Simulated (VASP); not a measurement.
A run of VASP 6.6.1:

File INCAR:

```
PREC = Accurate
ENCUT = 600
EDIFF = 1E-6
ISMEAR = 0
SIGMA = 0.1
LREAL = False
LASPH = True
NELM = 100
ALGO = Normal
ISIF = 3
LWAVE = False
LCHARG = False
GGA = PE
IBRION = 2
NSW = 90
EDIFFG = -0.04
```

Contents of KPOINTS:

```
Automatic mesh
0
Gamma
  6 6 6
```

The input POSCAR:

```
HfTa
1.0
    0.0000000000      2.6082596200      2.6082596200
    2.6082596200      0.0000000000      2.6082596200
    2.6082596200      2.6082596200      0.0000000000
Hf Ta
1 1
Direct
    0.0000000000      0.0000000000      0.0000000000
    0.5000000000      0.5000000000      0.5000000000
```

Potentials or basis: VASP PAW PBE potentials, release 64 (Hf_pv, Ta_pv).

Launch:

```sh
$ cat potpaw_PBE.64/Hf_pv/POTCAR potpaw_PBE.64/Ta_pv/POTCAR > POTCAR
$ mpirun -np 1 vasp_std > vasp.out
```

Hardware: 1 thread of Intel(R) Xeon(R) 6975P-C (Granite Rapids), with other jobs on the host.

**Question.** Estimate the wall time of this run.

**Answer.** Run time: 19 s on 1 thread of Intel(R) Xeon(R) 6975P-C (Granite Rapids) (shared host), peak memory 0.18 GiB. Counts: scf iterations 41, k points 16, ion steps 4.
